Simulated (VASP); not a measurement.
A run of VASP 6.6.1 is set up as follows.

Contents of INCAR:

```
SYSTEM = Se
PREC = Accurate
ENCUT = 520
EDIFF = 1E-6
ISMEAR = -1
SIGMA = 0.08
LREAL = .FALSE.
LASPH = .TRUE.
NELM = 80
ALGO = Normal
ISIF = 2
LWAVE = .FALSE.
LCHARG = .FALSE.
GGA = CA
ISYM = 0
NBANDS = 13
```

The input KPOINTS:

```
Automatic mesh
0
G
  11 11 11
  0 0 0
```

Contents of POSCAR:

```
Se
1.0
    0.0000000000      2.3636033801      2.3636033801
    2.3636033801      0.0000000000      2.3636033801
    2.3636033801      2.3636033801      0.0000000000
Se
2
Direct
   -0.1250000000     -0.1250000000     -0.1250000000
    0.1250000000      0.1250000000      0.1250000000
```

Potentials or basis: VASP PAW LDA potentials, release 64 (Se).

Run with:

```console
$ cat potpaw_LDA.64/Se/POTCAR > POTCAR
$ mpirun -np 1 vasp_std > vasp.out
```

(1) Estimate the pressure.

(2) Estimate the band gap on the k mesh.

Results:

(1) 180.0 GPa.

(2) zero (bands 6 and 7 overlap by 4.44 eV).

Caveat: the cell stands under pressure.
